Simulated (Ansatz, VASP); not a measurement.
Two plane-wave programs on RbBr

INCAR

```
ALGO = Normal
EDIFF = 1E-6
ENCUT = 520
GGA = PS
ISIF = 2
ISMEAR = 0
LASPH = T
LCHARG = F
LREAL = F
LWAVE = F
NBANDS = 15
NELM = 100
PREC = Accurate
SIGMA = 0.05
```

Contents of KPOINTS:

```
k-points
0
Gamma
  6 6 6
```

The input POSCAR:

```
RbBr
1.0
    4.0229253675      0.0000000000      0.0000000000
    0.0000000000      4.0229253675      0.0000000000
    0.0000000000      0.0000000000      4.0229253675
Rb Br
1 1
Direct
    0.0000000000      0.0000000000      0.0000000000
    0.5000000000      0.5000000000      0.5000000000
```

Input for Ansatz:

```yaml
crystal:
  lattice:
    - [4.0229253675, 0.0, 0.0]
    - [0.0, 4.0229253675, 0.0]
    - [0.0, 0.0, 4.0229253675]
  atoms:
    - { symbol: Rb, position: [0.0, 0.0, 0.0] }
    - { symbol: Br, position: [0.5, 0.5, 0.5] }
basis:
  ecutwfc: 420
kpoints:
  mp_grid: { grid: [6, 6, 6] }
hamiltonian:
  xc: pbesol
scf:
  occupations: { method: gaussian, width: 0.05 }
output:
  forces: true
  stress: true
  eigenvalues: true
```

Change from the starting cell: strain -0.025 along x and y, -0.025 along z, atoms carried along.

Alike in both runs: task single point; functional PBEsol; k mesh 6 × 6 × 6; occupations gaussian, width 0.05 eV; no spin polarisation.

```csv
,VASP,Ansatz
version,VASP 6.6.1,Ansatz 0.2.0
potentials or method,"VASP PAW PBE potentials, release 64 (Rb_sv, Br), cutoff 520 eV","scalar-relativistic, plane waves, PAW"
valence electrons in the cell,16,16
```

|  | VASP | Ansatz | Ansatz less VASP |
| --- | --- | --- | --- |
| gap on the k mesh at the Fermi level (eV) | 4.16 | 4.17 | +0.003 |
| least direct gap on the mesh (eV) | 4.32 | 4.32 | +0.001 |
| pressure (GPa) | 0.7 | 0.7 | -0.05 |

VASP's potentials were made for PBE, not for PBEsol. The functional is the same, so the differences come from potentials, cutoffs and numerics.
